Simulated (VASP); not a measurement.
Here is a VASP 6.6.1 calculation.

File INCAR:

```
ALGO = Fast
EDIFF = 1E-6
ENCUT = 520
GGA = PS
ISIF = 2
ISMEAR = 0
IVDW = 12
LASPH = T
LCHARG = F
LREAL = F
LWAVE = F
NBANDS = 8
NELM = 60
PREC = Accurate
SIGMA = 0.15
```

Contents of KPOINTS:

```
k-points
0
Gamma
  28 28 28
```

Contents of POSCAR:

```
Al
1.0
    0.0000000000      1.7652065465      2.4960020568
    1.7652065465      0.0000000000      2.4960020568
    1.7652065465      1.7652065465      0.0000000000
Al
1
Direct
    0.0000000000      0.0000000000      0.0000000000
```

Potentials or basis: VASP PAW PBE potentials, release 64 (Al).

Run with:

```console
$ cat potpaw_PBE.64/Al/POTCAR > POTCAR
$ mpirun -np 1 vasp_std > vasp.out
```

Predict the dispersion energy per atom.

-0.337 eV.

What does it give for the pressure?

10.8 GPa.

Stress tensor (GPa, compression positive):
```
 22.80   0.00   0.00
  0.00  22.80   0.00
  0.00   0.00 -13.14
```

Caveat: the PAW data sets were made with another functional, which shifts forces and pressure a little; pairwise dispersion overbinds metals, which lowers pressure and volume.
